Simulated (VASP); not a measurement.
Set up this calculation in VASP 6.6.1, as the native input.

- Task: single point
- Functional: r2SCAN
- Potentials or basis: VASP PAW PBE potentials, release 64 (Fe, Pb_d)
- Cutoff: 520 eV
- k mesh: 12 × 12 × 12
- Occupations: gaussian, width 0.1 eV
- Spin: no spin polarisation
- Dipole correction: no
- Further INCAR settings: ALGO = Normal; EDIFF = 1e-07; NBANDS = 18

Crystal: FePb.

```
Fe Pb
1.0
     3.39864    0.00000    0.00000
     0.00000    3.39864    0.00000
     0.00000    0.00000    3.39864
Fe Pb
1 1
Direct
  0.00000 0.00000 0.00000
  0.50000 0.50000 0.50000
```

One way to write it, as run:

POSCAR

```
FePb
1.0
    3.3986417989      0.0000000000      0.0000000000
    0.0000000000      3.3986417989      0.0000000000
    0.0000000000      0.0000000000      3.3986417989
Fe Pb
1 1
Direct
    0.0000000000      0.0000000000      0.0000000000
    0.5000000000      0.5000000000      0.5000000000
```

INCAR.step1

```
PREC = Accurate
ENCUT = 520
ISMEAR = 0
SIGMA = 0.1
LREAL = F
LASPH = T
NELM = 100
NBANDS = 18
GGA = PE
ALGO = Normal
EDIFF = 1E-4
LWAVE = T
LCHARG = F
```

INCAR.step2

```
PREC = Accurate
ENCUT = 520
EDIFF = 1E-7
ISMEAR = 0
SIGMA = 0.1
LREAL = F
LASPH = T
NELM = 100
ALGO = Normal
ISIF = 2
LWAVE = F
LCHARG = F
METAGGA = R2SCAN
LMIXTAU = T
NBANDS = 18
ISTART = 1
```

KPOINTS

```
Automatic mesh
0
Gamma
  12 12 12
```

Potentials or basis: VASP PAW PBE potentials, release 64 (Fe, Pb_d).

Command:

```bash
$ cat potpaw_PBE.64/Fe/POTCAR potpaw_PBE.64/Pb_d/POTCAR > POTCAR
$ cp INCAR.step1 INCAR
$ mpirun -np 1 vasp_std > vasp.out
$ cp INCAR.step2 INCAR
$ mpirun -np 1 vasp_std > vasp.out
```

It gave:

```yaml
Pressure: -13.1 GPa
Band_gap_on_the_k_mesh: zero (bands 11 and 12 overlap by 0.52 eV)
```

Caveat: the cell stands under tension; the PAW data sets were made with another functional, which shifts forces and pressure a little; spin-orbit coupling is left out, which moves the levels of the heavy elements; the run has no spin polarisation, though such a crystal can be magnetic.

It took 2.8 min on 1 thread of Intel(R) Xeon(R) Platinum 8488C (Sapphire Rapids), with other jobs on the host, peak memory 0.21 GiB.
